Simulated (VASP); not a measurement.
The system is Al2Cu.

```
Al Cu
1.0
    -2.01638    2.01638    2.96726
     2.01638   -2.01638    2.96726
     2.01638    2.01638   -2.96726
Al Cu
2 1
Direct
  0.25000 0.75000 0.50000
  0.75000 0.25000 0.50000
  0.50000 0.50000 0.00000
```

The cell was generated, and may not be a known phase.

| Quantity | Value |
| --- | --- |
| Program | VASP 6.6.1 |
| Task | relaxation of cell and atoms |
| Functional | PBE |
| Potentials or basis | VASP PAW PBE potentials, release 64 (Al, Cu) |
| Cutoff | 600 eV |
| k mesh | 12 × 12 × 12 |
| Occupations | gaussian, width 0.1 eV |
| Spin | no spin polarisation |

At the start: pressure 0.3 GPa; volume 16.09 Å³/atom.

**Question.** Where does the relaxation end?

**Answer.** Over 7 steps the energy falls by 4.7 meV/atom and the volume is 16.15 Å³/atom (+0.4 %); space group I4/mmm (No. 139, to 0.1 Å) before, Fm-3m (No. 225, to 0.1 Å).

The path:
| step | energy change (eV) | largest force (eV/Å) | pressure (GPa) | volume (Å³) |
| --- | --- | --- | --- | --- |
| 1 | 0.0000 | 0.0000 | 0.33 | 48.26 |
| 2 | -0.0099 | 0.0000 | -0.09 | 48.48 |
| 3 | -0.0132 | 0.0000 | -0.43 | 48.65 |
| 4 | -0.0135 | 0.0000 | -0.51 | 48.71 |
| 5 | -0.0135 | 0.0000 | -0.49 | 48.72 |
| 6 | -0.0139 | 0.0000 | 0.29 | 48.32 |
| 7 | -0.0140 | 0.0000 | -0.04 | 48.44 |

Final structure:
```yaml
crystal:
  lattice:
    - [-2.04542, 2.04542, 2.89445]
    - [2.04542, -2.04542, 2.89445]
    - [2.04542, 2.04542, -2.89445]
  atoms:
    - { symbol: Al, position: [0.25000, 0.75000, 0.50000] }
    - { symbol: Al, position: [0.75000, 0.25000, 0.50000] }
    - { symbol: Cu, position: [0.50000, 0.50000, 0.00000] }
```
